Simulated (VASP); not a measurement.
Set up this calculation in VASP 6.6.1, as the native input.

```
Task                   : single point
Functional             : PBE
Potentials or basis    : VASP PAW PBE potentials, release 64 (Li_sv, Cl)
Cutoff                 : 520 eV
k mesh                 : 8 × 8 × 8
Occupations            : fermi-dirac, width 0.02 eV
Spin                   : no spin polarisation
Dipole correction      : no
Further INCAR settings : ALGO = Normal; EDIFF = 1e-06; NBANDS = 12
```

The structure of LiCl lies in POSCAR:

```
LiCl
1.0
    0.0000000000      2.5560369889      2.4537955093
    2.5560369889      0.0000000000      2.4537955093
    2.5560369889      2.5560369889      0.0000000000
Li Cl
1 1
Direct
    0.0000000000      0.0000000000      0.0000000000
    0.5000000000      0.5000000000      0.5000000000
```

This cell differs from its parent crystal: uniaxial z strain -4.0%.

One way to write it, as run:

INCAR

```
SYSTEM = LiCl
PREC = Accurate
ENCUT = 520
EDIFF = 1E-6
ISMEAR = -1
SIGMA = 0.02
LREAL = .False.
LASPH = .True.
NELM = 80
ALGO = Normal
ISIF = 2
LWAVE = .False.
LCHARG = .True.
GGA = PE
LELF = .True.
LVHAR = .True.
NBANDS = 12
```

KPOINTS

```
Automatic mesh
0
Gamma
  8 8 8
  0 0 0
```

Potentials or basis: VASP PAW PBE potentials, release 64 (Li_sv, Cl).

Run with:

```console
$ cat potpaw_PBE.64/Li_sv/POTCAR potpaw_PBE.64/Cl/POTCAR > POTCAR
$ mpirun -np 1 vasp_std > vasp.out
```

Results of the run:

| Item | Value |
| --- | --- |
| Band gap on the k mesh | 6.60 eV |

Caveat: the cell differs from its parent crystal (uniaxial z strain -4.0%).

It took 22 s on 1 thread of Intel(R) Xeon(R) Platinum 8488C (Sapphire Rapids), on a shared host, peak memory 0.16 GiB.
